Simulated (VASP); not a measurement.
# AlRu (Pm-3m) in VASP: single point with LDA

Aim: the single point of AlRu with LDA.

Everything below comes from runs of VASP 6.6.1. Logs are shortened: lines on timing, memory, paths and dates and some standing lists are left out, and cuts for length are marked.

### Step 1. The cell of the first run

Symmetry: Pm-3m, No. 221, cubic system. Conventional cell: a = 2.992 Å, b = 2.992 Å, c = 2.992 Å, α = 90.00°, β = 90.00°, γ = 90.00°. Within 3.4 Å of Al (site symmetry m-3m) lie 8 Ru at 2.59 Å and 6 Al at 2.99 Å. Within 3.4 Å of Ru (site symmetry m-3m) lie 8 Al at 2.59 Å and 6 Ru at 2.99 Å.

### Step 2. Single point, LDA

Contents of INCAR:

```
ALGO = Normal
EDIFF = 1E-6
ENCUT = 520
ISIF = 2
ISMEAR = -1
LASPH = True
LCHARG = False
LREAL = False
LWAVE = False
NBANDS = 16
NELM = 80
PREC = Accurate
SIGMA = 0.01
```

Contents of KPOINTS:

```
k-points
0
Gamma
  6 6 6
```

Contents of POSCAR:

```
AlRu
1.0
    2.9916000000      0.0000000000      0.0000000000
    0.0000000000      2.9916000000      0.0000000000
    0.0000000000      0.0000000000      2.9916000000
Al Ru
1 1
Direct
    0.0000000000      0.0000000000      0.0000000000
    0.5000000000      0.5000000000      0.5000000000
```

Potentials or basis: VASP PAW LDA potentials, release 64 (Al, Ru_pv).

Command:

```bash
cat potpaw_LDA.64/Al/POTCAR potpaw_LDA.64/Ru_pv/POTCAR > POTCAR
mpirun -np 1 vasp_std > vasp.out
```

OUTCAR:

```text
EDIFF = 1E-6
   ENCUT = 520
   ISIF = 2
   ISMEAR = -1
   LASPH = True
   LREAL = False
   NELM = 80
   PREC = Accurate

 ion  position               nearest neighbor table
   1  0.000  0.000  0.000-   2 2.59   2 2.59   2 2.59   2 2.59   2 2.59   2 2.59   2 2.59   2 2.59

   2  0.500  0.500  0.500-   1 2.59   1 2.59   1 2.59   1 2.59   1 2.59   1 2.59   1 2.59   1 2.59

  LATTYP: Found a simple cubic cell.
 ALAT       =     2.9916000000

  Lattice vectors:

 A1 = (   2.9916000000,   0.0000000000,   0.0000000000)
 A2 = (   0.0000000000,   2.9916000000,   0.0000000000)
 A3 = (   0.0000000000,   0.0000000000,   2.9916000000)

Analysis of symmetry for initial positions (statically):
=====================================================================
 Subroutine PRICEL returns:
 Original cell was already a primitive cell.

 Routine SETGRP: Setting up the symmetry group for a
 simple cubic supercell.

 Subroutine GETGRP returns: Found 48 space group operations
 (whereof 48 operations were pure point group operations)
 out of a pool of 48 trial point group operations.

The static configuration has the point symmetry O_h .

Analysis of symmetry for dynamics (positions and initial velocities):
=====================================================================
 Subroutine PRICEL returns:
 Original cell was already a primitive cell.

 Routine SETGRP: Setting up the symmetry group for a
 simple cubic supercell.

 Subroutine GETGRP returns: Found 48 space group operations
 (whereof 48 operations were pure point group operations)
 out of a pool of 48 trial point group operations.

The dynamic configuration has the point symmetry O_h .

 Subroutine INISYM returns: Found 48 space group operations
 (whereof 48 operations are pure point group operations),
 and found     1 'primitive' translations

----------------------------------------------------------------------------------------

                                     Primitive cell

  volume of cell :      26.7738

  direct lattice vectors                    reciprocal lattice vectors
     2.991600000  0.000000000  0.000000000     0.334269287  0.000000000  0.000000000
     0.000000000  2.991600000  0.000000000     0.000000000  0.334269287  0.000000000
     0.000000000  0.000000000  2.991600000     0.000000000  0.000000000  0.334269287

  length of vectors
     2.991600000  2.991600000  2.991600000     0.334269287  0.334269287  0.334269287

  position of ions in fractional coordinates (direct lattice)
     0.000000000  0.000000000  0.000000000
     0.500000000  0.500000000  0.500000000
[... 72 lines left out ...]
   EDIFF  = 0.1E-05   stopping-criterion for ELM
   LREAL  =      F    real-space projection
   EDIFFG = 0.1E-04   stopping-criterion for IOM
   NSW    =      0    number of steps for IOM
   IBRION =     -1    ionic relax: 0-MD 1-quasi-New 2-CG
   NFREE  =      0    steps in history (QN), initial steepest desc. (CG)
   ISIF   =      2    stress and relaxation
   ISYM   =      2    0-nonsym 1-usesym 2-fastsym
   POTIM  = 0.5000    time-step for ionic-motion
   TEBEG  =    0.0;   TEEND  =   0.0 temperature during run
   PSTRESS=    0.0 pullay stress
   NELECT =      17.0000    total number of electrons
   NUPDOWN=      -1.0000    fix difference up-down
   EMIN   =  10.00;   EMAX   =-10.00  energy-range for DOS
   EFERMI =   0.00;   METHOD = LEGACY
   ISMEAR =    -1;   SIGMA  =   0.01  broadening in eV -4-tet -1-fermi 0-gaus
   EFERMI_NEDOS =   21; number of points for ismear=-14 and -15
   IALGO  =     38    algorithm
   IMIX   =      4    mixing-type and parameters
     AMIX     =   0.40;   BMIX     =  1.00
     AMIX_MAG =   1.60;   BMIX_MAG =  1.00
  volume/ion in A,a.u.               =      13.39        90.34
  Fermi-wavevector in a.u.,A,eV,Ry     =   1.407087  2.659009 26.938090  1.979894
  Thomas-Fermi vector in A             =   2.529382
   LORBIT       =      0    0 simple, 1 ext, 2 COOP (PROOUT), +10 PAW based schemes
   GGA     = CA    functional components
   LHFCALC =     F    Hartree Fock is set to
   AEXX    =    0.0000 exact exchange contribution
   IVDW    =     0    specifies the selected vdW correction
   LEPSILON=     F    determine dielectric tensor
   LRPA    =     F    only Hartree local field effects (RPA)
 non-spin polarized calculation
  energy-cutoff  :      520.00
  volume of cell :       26.77
 maximum number of plane-waves:       739
 NGX is ok and might be reduce to    24
   NGX = 11   NGY = 11   NGZ = 11

 number of electron      16.9999995 magnetization

 Free energy of the ion-electron system (eV)
  ---------------------------------------------------
  ext. energy  EPLUGINS =         0.00000000
  ---------------------------------------------------
  free energy    TOTEN  =       -16.15929895 eV

  energy without entropy =      -16.15779593  energy(sigma->0) =      -16.15854744

 E-fermi :  10.3701     XC(G=0): -12.7955

 val. band max:       10.3108202413   @ k =   0.1667   0.1667   0.0000
 cond. band min:      10.3751825238   @ k =   0.3333   0.1667   0.0000
 fundamental gap:      0.0643622824
 Fermi energy:        10.3701441165

 k-point     1 :       0.0000    0.0000    0.0000
  band No.  band energies     occupation
      1     -31.0790      2.00000
      2     -31.0790      2.00000
      3     -31.0790      2.00000
      4       0.8526      2.00000
      5       6.9300      2.00000
      6       6.9300      2.00000
[... 357 lines left out ...]
      3     -31.2414      2.00000
      4       5.8777      2.00000
      5       5.8777      2.00000
      6       5.8777      2.00000
[... 8 lines left out ...]
     15      19.0636      0.00000
     16      22.0884      0.00000

------------------------ aborting loop because EDIFF is reached ----------------------------------------

  FORCE on cell =-STRESS in cart. coord.  units (eV):
  Direction    XX          YY          ZZ          XY          YZ          ZX
  --------------------------------------------------------------------------------------
  -------------------------------------------------------------------------------------
  Total       -1.2977403     -1.2977403     -1.2977403      0.0000000     -0.0000000     -0.0000000
  in kB      -77.6582872    -77.6582872    -77.6582872      0.0000000     -0.0000000     -0.0000000
  external PRESSURE =     -77.6582872 kB  Pullay stress =       0.0000000 kB

 VOLUME and BASIS-vectors are now :
 -----------------------------------------------------------------------------
  energy-cutoff  :      520.00
  volume of cell :       26.77
      direct lattice vectors                 reciprocal lattice vectors
     2.991600000  0.000000000  0.000000000     0.334269287  0.000000000  0.000000000
     0.000000000  2.991600000  0.000000000     0.000000000  0.334269287  0.000000000
     0.000000000  0.000000000  2.991600000     0.000000000  0.000000000  0.334269287

 POSITION                                       TOTAL-FORCE (eV/Angst)
 -----------------------------------------------------------------------------------
      0.00000      0.00000      0.00000         0.000000      0.000000      0.000000
      1.49580      1.49580      1.49580         0.000000      0.000000      0.000000
 -----------------------------------------------------------------------------------
    total drift:                                0.000000     -0.000000     -0.000000

  FREE ENERGIE OF THE ION-ELECTRON SYSTEM (eV)
  ---------------------------------------------------
  free  energy   TOTEN  =       -16.1592989464 eV

  energy  without entropy=      -16.1577959253  energy(sigma->0) =      -16.15854744
```

stdout:

```text
POSCAR found type information on POSCAR AlRu
 POSCAR found :  2 types and       2 ions
 scaLAPACK will be used
 LDA part: xc-table for (Slater(with rela. corr.)+CA(PZ))
 , standard interpolation
 POSCAR, INCAR and KPOINTS ok, starting setup
 FFT: planning ... GRIDC
 FFT: planning ... GRID_SOFT
 FFT: planning ... GRID
 WAVECAR not read
 entering main loop
```

Wall time 2.4 s (1 thread of Intel Xeon 6975P-C (Granite Rapids), shared host); peak memory 0.12 GiB.

What came out:

```
Free energy : -16.1593 eV
Pressure    : -7.8 GPa
```
